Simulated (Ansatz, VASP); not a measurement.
## ZnInO: VASP beside Ansatz

```xyz
6
Lattice="3.1739 0.0000 0.0000 0.0000 3.1739 0.0000 0.0000 0.0000 8.0351" Properties=species:S:1:pos:R:3 pbc="T T T"
Zn    0.0000    1.5869    2.6918
Zn    1.5869    0.0000    5.3434
In    0.0000    1.5869    7.2316
In    1.5869    0.0000    0.8035
O     0.0000    1.5869    4.9577
O     1.5869    0.0000    3.0775
```

Change from the starting cell: species swapped into the TaMoN type (P4/nmm, No. 129).

Alike in both runs: task relaxation of cell and atoms; functional PBE; k mesh 6 × 6 × 2; occupations gaussian, width 0.1 eV; no spin polarisation.

|  | VASP | Ansatz |
| --- | --- | --- |
| version | VASP 6.6.1 | Ansatz 0.2.0 |
| potentials or method | VASP PAW PBE potentials, release 64 (Zn, In_d, O), cutoff 600 eV | scalar-relativistic, plane waves, PAW |
| valence electrons in the cell | 62 | 62 |

|  | VASP | Ansatz | Ansatz less VASP |
| --- | --- | --- | --- |
| gap on the k mesh at the Fermi level, each at its own relaxed structure (eV) | none | none | - |
| relaxed volume (Å³/atom) | 16.10 | 16.59 | +0.487 |
| relaxed cell length with the largest relative difference (Å) | 10.579 | 11.084 | +0.5052 |

A gap of «none» marks a metal or a gap that the smearing closes.

The k mesh is coarse, so the values compare programs but aren't converged. Noted on VASP's run: the volume moved by over 15 % at a fixed basis, so the end points are rough.
